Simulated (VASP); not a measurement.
Write the native input for VASP 6.6.1 that does the following.

- Task: relaxation of cell and atoms
- Functional: PBE
- Potentials or basis: VASP PAW PBE potentials, release 64 (Ru_pv)
- Cutoff: 600 eV
- k mesh: 16 × 16 × 9
- Occupations: fermi-dirac, width 0.05 eV
- Spin: no spin polarisation
- Dipole correction: no
- Further INCAR settings: ALGO = Normal; EDIFF = 1e-07; IBRION = 2; EDIFFG = -0.005; NSW = 100; ISIF = 3

The structure of Ru lies in POSCAR:

```
Ru
1.0
    2.5740393725      0.0000000000      0.0000000000
   -1.2870196862      2.2291834869      0.0000000000
    0.0000000000      0.0000000000      4.1699437834
Ru
2
Direct
    0.3333333333      0.6666666667      0.2500000000
    0.6666666667      0.3333333333      0.7500000000
```

One way to write it, as run:

INCAR

```
ALGO = Normal ; EDIFF = 1E-7
EDIFFG = -0.005 ; ENCUT = 600
GGA = PE ; IBRION = 2
ISIF = 3 ; ISMEAR = -1
LASPH = T ; LCHARG = F
LREAL = F ; LWAVE = F
NELM = 60 ; NSW = 100
PREC = Accurate ; SIGMA = 0.05
```

KPOINTS

```
k-points
0
Gamma
  16 16 9
```

Potentials or basis: VASP PAW PBE potentials, release 64 (Ru_pv).

Launch:

```sh
$ cat potpaw_PBE.64/Ru_pv/POTCAR > POTCAR
$ mpirun -np 1 vasp_std > vasp.out
```

Results of the run:

| Quantity | Value |
| --- | --- |
| Relaxed volume | 13.76 Å³/atom |
| Relaxed cell | a = 2.722 Å, b = 2.722 Å, c = 4.288 Å, α = 90.00°, β = 90.00°, γ = 120.00° |
| Space group after relaxing (to 0.05 Å) | P6_3/mmc (No. 194) |
| Energy gained by relaxing | 310.3 meV/atom |
| Ionic steps | 14 |
| Pressure after relaxing | 0.0 GPa |
| Band gap on the k mesh | zero (band 14 reaches 14.14 eV, above the bottom of band 15 at 11.06 eV) |

Caveat: the volume moved by over 15 % at a fixed basis, so the end points are rough.

Wall time 4.6 min on 1 thread of Intel(R) Xeon(R) Platinum 8488C (Sapphire Rapids), with other jobs on the host, peak memory 0.21 GiB.
